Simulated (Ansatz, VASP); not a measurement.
One calculation of MgCd5Te6, two programs

```xyz
12
Lattice="4.6737 0.0000 0.0000 0.0000 4.6737 0.0000 0.0000 0.0000 19.7422" Properties=species:S:1:pos:R:3 pbc="T T T"
Mg    2.3368    2.3368    0.0000
Cd    0.0000    0.0000   16.4959
Cd    0.0000    0.0000    3.2464
Cd    2.3368    2.3368    6.5583
Cd    0.0000    0.0000    9.8711
Cd    2.3368    2.3368   13.1840
Te    2.3368    0.0000    1.5831
Te    0.0000    2.3368    4.9026
Te    2.3368    0.0000    8.2147
Te    0.0000    2.3368   11.5276
Te    2.3368    0.0000   14.8397
Te    0.0000    2.3368   18.1592
```

Alike in both runs: functional PBE; k mesh 6 × 6 × 2; occupations gaussian, width 0.02 eV; no spin polarisation.

Ansatz relaxed the structure, and its values are those at the end. VASP's run is a single point on that final structure, the one shown.

|  | VASP | Ansatz |
| --- | --- | --- |
| version | VASP 6.6.1 | Ansatz 0.2.0 |
| potentials or method | VASP PAW PBE potentials, release 64 (Mg, Cd, Te), cutoff 520 eV | scalar-relativistic, plane waves, PAW |
| valence electrons in the cell | 98 | 206 |

```tsv
	VASP	Ansatz	Ansatz less VASP
gap on the k mesh at the Fermi level (eV)	0.82	0.82	+0.003
least direct gap on the mesh (eV)	0.82	0.82	+0.003
pressure (GPa)	0.1	0.0	-0.09
rms of the force components (eV/Å)	0.004	0.000	-0.0036
```

VASP's potentials hold 98 valence electrons a cell and Ansatz's 206, so a difference there can come from the potentials and not from the codes.

Neither program's run includes spin-orbit coupling.
